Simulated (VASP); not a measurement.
Here is a VASP 6.6.1 calculation.

File POSCAR:

```
SiC
1.0
    0.0000000000      1.6501753373      1.6501753373
    1.6501753373      0.0000000000      1.6501753373
    1.6501753373      1.6501753373      0.0000000000
Si C
1 1
Direct
    0.0000000000      0.0000000000      0.0000000000
    0.5000000000      0.5000000000      0.5000000000
```

File INCAR.step1:

```
  ALGO = Normal
  EDIFF = 1E-5
  ENCUT = 660
  GGA = PE
  GGA_COMPAT = False
  ISMEAR = -1
  LASPH = True
  LCHARG = False
  LREAL = False
  LWAVE = True
  NBANDS = 11
  NELM = 120
  PREC = Accurate
  SIGMA = 0.1
```

The input INCAR.step2:

```
  ALGO = Normal
  EDIFF = 1E-6
  ENCUT = 660
  GGA_COMPAT = False
  ISIF = 2
  ISMEAR = -1
  ISTART = 1
  LASPH = True
  LCHARG = False
  LMIXTAU = True
  LREAL = False
  LWAVE = False
  METAGGA = R2SCAN
  NBANDS = 11
  NELM = 120
  PREC = Accurate
  SIGMA = 0.1
```

Contents of KPOINTS:

```
k-points
0
Gamma
  17 17 17
```

Potentials or basis: VASP PAW PBE potentials, release 64 (Si, C).

Command:

```sh
$ cat potpaw_PBE.64/Si/POTCAR potpaw_PBE.64/C/POTCAR > POTCAR
$ cp INCAR.step1 INCAR
$ mpirun -np 1 vasp_std > vasp.out
$ cp INCAR.step2 INCAR
$ mpirun -np 1 vasp_std > vasp.out
```

**Question.** Estimate the band gap on the k mesh.

**Answer.** Zero (band 4 reaches 24.28 eV, above the bottom of band 5 at 23.41 eV).

**Question.** Estimate the pressure.

**Answer.** 534.7 GPa.

Caveat: the PAW data sets were made with another functional, which shifts forces and pressure a little.
